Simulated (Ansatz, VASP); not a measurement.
# Two plane-wave programs on MoS

```
CELL_PARAMETERS angstrom
3.39289 0.00000 0.00000
0.00000 3.39289 0.00000
0.00000 0.00000 3.39289
ATOMIC_POSITIONS crystal
Mo 0.00000 0.00000 0.00000
S 0.50000 0.50000 0.50000
```

Alike in both runs: task single point; functional r2SCAN; k mesh 12 × 12 × 12; occupations gaussian, width 0.1 eV; collinear spin; Hubbard terms Mo d U = 4.38 eV.

```csv
,VASP,Ansatz
version,VASP 6.6.1,Ansatz 0.2.0
potentials or method,"VASP PAW PBE potentials, release 64 (Mo_sv, S), cutoff 520 eV","scalar-relativistic, plane waves, PAW"
valence electrons in the cell,20,20
```

|  | VASP | Ansatz | Ansatz less VASP |
| --- | --- | --- | --- |
| gap on the k mesh at the Fermi level (eV) | none | none | - |
| pressure (GPa) | -2.8 | 0.0 | +2.83 |
| net moment per atom (μB) | 2.00 | 2.00 | 0.000 |
| size of the moment on the site where the two differ most (μB) | 3.77 | 3.63 | -0.143 |

VASP's potentials were made for PBE, not for r2SCAN. Site moments also hang on the region over which each program counts them. The programs project onto different local orbitals, so the same U acts differently, and such runs can settle in different states. A gap of «none» marks a metal or a gap that the smearing closes. Ansatz's warnings: filled band counts differ across k points, stability check not made.
